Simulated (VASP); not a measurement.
# AlN (F-43m) in VASP: a series of runs, part 2 of 2

VASP 6.6.1. The steps go on from the part before.

## Step 3: Relaxation of cell and atoms, PBE, target pressure 5 GPa, at which the enthalpy is minimised

Input file INCAR:

```
SYSTEM = AlN
PREC = Accurate ; ENCUT = 600
EDIFF = 1E-7 ; ISMEAR = 0
SIGMA = 0.01 ; LREAL = .False.
LASPH = .True. ; NELM = 120
ALGO = Normal ; ISIF = 3
LWAVE = .False. ; LCHARG = .False.
GGA = PE ; IBRION = 2
NSW = 80 ; EDIFFG = -0.01
PSTRESS = 50.0 ; GGA_COMPAT = .False.
NELMIN = 4
```

Input file KPOINTS:

```
Automatic mesh
0
Gamma
  8 8 8
  0 0 0
```

Input file POSCAR:

```
AlN
1.0
    0.0000000000      2.1839935600      2.1839935600
    2.1839935600      0.0000000000      2.1839935600
    2.1839935600      2.1839935600      0.0000000000
Al N
1 1
Direct
    0.0000000000      0.0000000000      0.0000000000
    0.7500000000      0.7500000000      0.7500000000
```

Potentials or basis: VASP PAW PBE potentials, release 64 (Al, N).

Command:

```console
> cat potpaw_PBE.64/Al/POTCAR potpaw_PBE.64/N/POTCAR > POTCAR
> mpirun -np 1 vasp_std > vasp.out
```

OUTCAR:

```text
SYSTEM = AlN
   PREC = Accurate
   ENCUT = 600
   EDIFF = 1E-7
   ISMEAR = 0
   LREAL = .False.
   LASPH = .True.
   NELM = 120
   ISIF = 3
   GGA = PE
   IBRION = 2
   NSW = 80
   EDIFFG = -0.01
   PSTRESS = 50.0
   NELMIN = 4

 ion  position               nearest neighbor table
   1  0.000  0.000  0.000-   2 1.89   2 1.89   2 1.89   2 1.89
   2  0.750  0.750  0.750-   1 1.89   1 1.89   1 1.89   1 1.89

  LATTYP: Found a face centered cubic cell.
 ALAT       =     4.3679871200

  Lattice vectors:

 A1 = (   0.0000000000,   2.1839935600,   2.1839935600)
 A2 = (   2.1839935600,   0.0000000000,   2.1839935600)
 A3 = (   2.1839935600,   2.1839935600,   0.0000000000)

Analysis of symmetry for initial positions (statically):
=====================================================================
 Subroutine PRICEL returns:
 Original cell was already a primitive cell.

 Routine SETGRP: Setting up the symmetry group for a
 face centered cubic supercell.

 Subroutine GETGRP returns: Found 24 space group operations
 (whereof 24 operations were pure point group operations)
 out of a pool of 48 trial point group operations.

The static configuration has the point symmetry T_d .

Analysis of symmetry for dynamics (positions and initial velocities):
[... 169 lines left out ...]
  Total        0.5821040      0.5821040      0.5821040     -0.0000000     -0.0000000     -0.0000000
  in kB       44.7638205     44.7638205     44.7638205     -0.0000000     -0.0000000     -0.0000000
  external PRESSURE =      -5.2361795 kB  Pullay stress =      50.0000000 kB
[... 63 lines left out ...]
--------------------------------------- Ionic step        3  -------------------------------------------

 number of electron       7.9999999 magnetization

 Free energy of the ion-electron system (eV)
  ---------------------------------------------------
  ext. energy  EPLUGINS =         0.00000000
  ---------------------------------------------------
  free energy    TOTEN  =       -14.84029668 eV

  energy without entropy =      -14.84029668  energy(sigma->0) =      -14.84029668

 E-fermi :   6.0677     XC(G=0): -10.9447

 val. band max:        5.9933684735   @ k =   0.0000   0.0000   0.0000
 cond. band min:       9.3128778121   @ k =   0.5000   0.5000   0.0000
 fundamental gap:      3.3195093387
 Fermi energy:         6.0677202940

 k-point     1 :       0.0000    0.0000    0.0000
  band No.  band energies     occupation
      1      -9.0026      2.00000
      2       5.9934      2.00000
      3       5.9934      2.00000
      4       5.9934      2.00000
      5      10.2119      0.00000
      6      18.5788      0.00000
      7      18.5788      0.00000
      8      18.5788      0.00000
[... 243 lines left out ...]
 k-point    24 :      -0.3750    0.2500    0.1250
  band No.  band energies     occupation
      1      -6.6260      2.00000
      2       0.8445      2.00000
      3       3.7678      2.00000
      4       4.8755      2.00000
      5      13.1039      0.00000
      6      15.2710      0.00000
      7      18.1902      0.00000
      8      18.7021      0.00000

 [... further k-points ...]

------------------------ aborting loop because EDIFF is reached ----------------------------------------

  FORCE on cell =-STRESS in cart. coord.  units (eV):
  Direction    XX          YY          ZZ          XY          YZ          ZX
  --------------------------------------------------------------------------------------
  -------------------------------------------------------------------------------------
  Total        0.6494785      0.6494785      0.6494785      0.0000000      0.0000000     -0.0000000
  in kB       50.0703299     50.0703299     50.0703299      0.0000000      0.0000000     -0.0000000
  external PRESSURE =       0.0703299 kB  Pullay stress =      50.0000000 kB
[... 21 lines left out ...]
  energy  without entropy=      -14.8402966766  energy(sigma->0) =      -14.84029668

  enthalpy is  TOTEN    =       -14.1917304654 eV   P V=        0.6485662112

 reached required accuracy - stopping structural energy minimisation
```

OSZICAR:

```text
N       E                     dE             d eps       ncg     rms          rms(c)
DAV:   1     0.151427252968E+02    0.15143E+02   -0.43756E+03   496   0.936E+02
DAV:   2    -0.164462389047E+02   -0.31589E+02   -0.30442E+02   608   0.165E+02
DAV:   3    -0.172203969278E+02   -0.77416E+00   -0.77416E+00   568   0.330E+01
[... 21 lines left out ...]
DAV:   2    -0.148402996662E+02    0.13178E-03   -0.75401E-04   488   0.196E-01    0.185E-02
DAV:   3    -0.148402980512E+02    0.16150E-05   -0.10722E-05   536   0.357E-02    0.643E-03
DAV:   4    -0.148402969829E+02    0.10682E-05   -0.43581E-07   560   0.662E-03    0.270E-03
DAV:   5    -0.148402967043E+02    0.27866E-06   -0.97992E-08   232   0.310E-03    0.120E-03
DAV:   6    -0.148402966766E+02    0.27689E-07   -0.60845E-09   232   0.934E-04
   3 F= -.14191730E+02 E0= -.14191730E+02  d E =-.859326E-04
```

Run time: 13 s. Hardware: 1 thread of Intel Xeon Platinum 8259CL at 2.50GHz (Skylake/Cascade Lake), shared host; peak memory 0.15 GiB.

Results:

* Free energy: -14.8403 eV
* Relaxed volume: 10.39 Å³/atom
* Relaxed cell: a = 3.086 Å, b = 3.086 Å, c = 3.086 Å, α = 60.00°, β = 60.00°, γ = 60.00°
* Space group after relaxing (to 0.05 Å): F-43m (No. 216)
* Energy change on relaxing (the enthalpy is what falls): +0.8 meV/atom
* Ionic steps: 3
* Pressure after relaxing: 5.0 GPa
* Band gap on the k mesh: 3.32 eV, indirect (least direct gap 4.22 eV)

Step by step:
```csv
step,energy change (eV),largest force (eV/Å),pressure (GPa),volume (Å³)
1,0.0000,0.0000,4.48,20.83
2,0.0032,0.0000,5.53,20.73
3,0.0015,0.0000,5.01,20.78
```

Final structure:
```cif
data_structure
_symmetry_space_group_name_H-M 'P 1'
_symmetry_Int_Tables_number 1
_cell_length_a 3.0861
_cell_length_b 3.0861
_cell_length_c 3.0861
_cell_angle_alpha 60.000
_cell_angle_beta 60.000
_cell_angle_gamma 60.000
_cell_volume 20.78
loop_
_atom_site_label
_atom_site_type_symbol
_atom_site_fract_x
_atom_site_fract_y
_atom_site_fract_z
_atom_site_occupancy
Al1 Al 0.00000 0.00000 0.00000 1
N1 N 0.75000 0.75000 0.75000 1
```

Caveat: the cell is relaxed towards a set pressure, so the enthalpy falls and the energy may rise.

## Step 4: Relaxation of cell and atoms, PBE, target pressure 10 GPa, at which the enthalpy is minimised

Input file INCAR:

```
  PREC = Accurate
  ENCUT = 600
  EDIFF = 1E-7
  ISMEAR = 0
  SIGMA = 0.01
  LREAL = F
  LASPH = T
  NELM = 120
  ALGO = Normal
  ISIF = 3
  LWAVE = F
  LCHARG = F
  GGA = PE
  IBRION = 2
  NSW = 80
  EDIFFG = -0.01
  PSTRESS = 100.0
  GGA_COMPAT = F
  NELMIN = 4
```

Input file KPOINTS:

```
Automatic mesh
0
Gamma
  8 8 8
```

POSCAR is that of step 3.

Command:

```console
> cat potpaw_PBE.64/Al/POTCAR potpaw_PBE.64/N/POTCAR > POTCAR
> mpirun -np 1 vasp_std > vasp.out
```

Wall time 15 s (1 thread of Intel Xeon Platinum 8259CL at 2.50GHz (Skylake/Cascade Lake), shared host); peak memory 0.15 GiB.

It converged, with:

| Property | Result |
| --- | --- |
| Free energy | -14.8190 eV |
| Relaxed volume | 10.16 Å³/atom |
| Relaxed cell | a = 3.063 Å, b = 3.063 Å, c = 3.063 Å, α = 60.00°, β = 60.00°, γ = 60.00° |
| Space group after relaxing (to 0.05 Å) | F-43m (No. 216) |
| Energy change on relaxing (the enthalpy is what falls) | +11.4 meV/atom |
| Ionic steps | 3 |
| Pressure after relaxing | 10.0 GPa |
| Band gap on the k mesh | 3.33 eV, indirect (least direct gap 4.42 eV) |

The path:
| step | energy change (eV) | largest force (eV/Å) | pressure (GPa) | volume (Å³) |
| --- | --- | --- | --- | --- |
| 1 | 0.0000 | 0.0000 | 4.48 | 20.83 |
| 2 | 0.0687 | 0.0000 | 16.74 | 19.77 |
| 3 | 0.0228 | 0.0000 | 9.97 | 20.32 |

Final structure:
```
Al N
1.0
     0.00000    2.16600    2.16600
     2.16600    0.00000    2.16600
     2.16600    2.16600    0.00000
Al N
1 1
Cartesian
  0.0000 0.0000 0.0000
  3.2490 3.2490 3.2490
```

Levels at points of the mesh, in eV from the valence-band top:
```
           k point  band 2  band 3  band 4  band 5  band 6  band 7
(0.00, 0.00, 0.00)    0.00    0.00    0.00    4.42   12.81   12.81
(0.50, 0.00, 0.00)   -5.96   -0.48   -0.48    7.61   10.04   11.30
(0.50, 0.50, 0.00)   -4.98   -1.80   -1.80    3.33    8.77   14.30
```

Caveat: the cell is relaxed towards a set pressure, so the enthalpy falls and the energy may rise.

## Step 5: Relaxation of cell and atoms, PBE, target pressure 20 GPa, at which the enthalpy is minimised

Input file INCAR:

```
  PREC = Accurate
  ENCUT = 600
  EDIFF = 1E-7
  ISMEAR = 0
  SIGMA = 0.01
  LREAL = False
  LASPH = True
  NELM = 120
  ALGO = Normal
  ISIF = 3
  LWAVE = False
  LCHARG = False
  GGA = PE
  IBRION = 2
  NSW = 80
  EDIFFG = -0.01
  PSTRESS = 200.0
  GGA_COMPAT = False
  NELMIN = 4
```

KPOINTS is that of step 4.

POSCAR is that of step 4.

Command:

```console
> cat potpaw_PBE.64/Al/POTCAR potpaw_PBE.64/N/POTCAR > POTCAR
> mpirun -np 1 vasp_std > vasp.out
```

It took 18 s on 1 thread of Intel Xeon Platinum 8259CL at 2.50GHz (Skylake/Cascade Lake), shared host; peak memory 0.15 GiB.

It converged, with:

* Free energy: -14.7453 eV
* Relaxed volume: 9.76 Å³/atom
* Relaxed cell: a = 3.023 Å, b = 3.023 Å, c = 3.023 Å, α = 60.00°, β = 60.00°, γ = 60.00°
* Space group after relaxing (to 0.05 Å): F-43m (No. 216)
* Energy change on relaxing (the enthalpy is what falls): +48.3 meV/atom
* Ionic steps: 4
* Pressure after relaxing: 20.0 GPa
* Band gap on the k mesh: 3.35 eV, indirect (least direct gap 4.78 eV)

The path:
| step | energy change (eV) | largest force (eV/Å) | pressure (GPa) | volume (Å³) |
| --- | --- | --- | --- | --- |
| 1 | 0.0000 | 0.0000 | 4.48 | 20.83 |
| 2 | 0.4192 | 0.0000 | 46.72 | 17.94 |
| 3 | 0.0934 | 0.0000 | 19.65 | 19.55 |
| 4 | 0.0965 | 0.0000 | 19.99 | 19.53 |

Final structure:
```
Al N
1.0
     0.00000    2.13733    2.13733
     2.13733    0.00000    2.13733
     2.13733    2.13733    0.00000
Al N
1 1
Cartesian
  2.1373 2.1373 4.2747
  3.2060 3.2060 3.2060
```

Levels at points of the mesh, in eV from the valence-band top:
```csv
k point,band 1,band 2,band 3,band 4,band 5,band 6,band 7,band 8
"(0.00, 0.00, 0.00)",-15.37,0.00,0.00,0.00,4.78,13.22,13.22,13.22
"(0.50, 0.00, 0.00)",-13.12,-6.13,-0.49,-0.49,7.98,10.32,11.56,11.56
"(0.50, 0.50, 0.00)",-12.42,-5.11,-1.84,-1.84,3.35,9.01,14.87,16.56
```

Caveat: the cell is relaxed towards a set pressure, so the enthalpy falls and the energy may rise.

## Step 6: Summary

```csv
cell,gap on the mesh (eV),pressure (GPa)
relaxed,3.31,0.0
relaxed to 5 GPa,3.32,5.0
relaxed to 10 GPa,3.33,10.0
relaxed to 20 GPa,3.35,20.0
```

Alike in all rows: task relaxation of cell and atoms; level PBE; potentials or basis VASP PAW PBE potentials, release 64 (Al, N); no spin polarisation; k mesh 8 × 8 × 8; cutoff (eV) 600; smearing gaussian 0.01 eV.

Caveats: the cell is relaxed towards a set pressure, so the enthalpy falls and the energy may rise (some runs).

Total energies depend on the potentials used, so only differences within one code and one set of settings carry meaning.
